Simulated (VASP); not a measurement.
# AlPt3C: single point with r2SCAN

AlPt3C:

```
Al C Pt
1.0
     4.12398    0.00000    0.00000
     0.00000    4.12398    0.00000
     0.00000    0.00000    4.12398
Al C Pt
1 1 3
Direct
  0.00000 0.00000 0.00000
  0.50000 0.50000 0.50000
  0.50000 0.50000 0.00000
  0.00000 0.50000 0.50000
  0.50000 0.00000 0.50000
```

- Program: VASP 6.6.1
- Task: single point
- Functional: r2SCAN
- Potentials or basis: VASP PAW PBE potentials, release 64 (Al, C, Pt)
- Cutoff: 520 eV
- k mesh: 6 × 6 × 6
- Occupations: gaussian, width 0.1 eV
- Spin: no spin polarisation
- Dipole correction: no
- Further INCAR settings: ALGO = Normal; EDIFF = 1e-06; NBANDS = 26

```yaml
Pressure: 5.4 GPa
Band_gap_on_the_k_mesh: zero (an odd number of electrons rules out a gap without spin polarisation)
```

Levels at points of the mesh, in eV from the Fermi level:
| k point | band 16 | band 17 | band 18 | band 19 | band 20 | band 21 | band 22 | band 23 |
| --- | --- | --- | --- | --- | --- | --- | --- | --- |
| (0.00, 0.00, 0.00) | -1.14 | -1.10 | -1.10 | -1.10 | 1.13 | 1.13 | 1.13 | 3.04 |
| (0.50, 0.00, 0.00) | -2.53 | -1.10 | -0.34 | -0.34 | 1.39 | 3.33 | 3.93 | 3.93 |
| (0.50, 0.50, 0.00) | -2.49 | -1.84 | -0.55 | -0.55 | 1.03 | 2.29 | 5.05 | 5.12 |
| (0.50, 0.50, 0.50) | -2.66 | -1.33 | -1.33 | -1.33 | 1.03 | 1.03 | 1.03 | 1.67 |

Run time: 88 s on 1 thread of Intel Xeon 8259CL, on a shared host, peak memory 0.21 GiB.

Caveat: the cell stands under pressure; the PAW data sets were made with another functional, which shifts forces and pressure a little; spin-orbit coupling is left out, which moves the levels of the heavy elements.
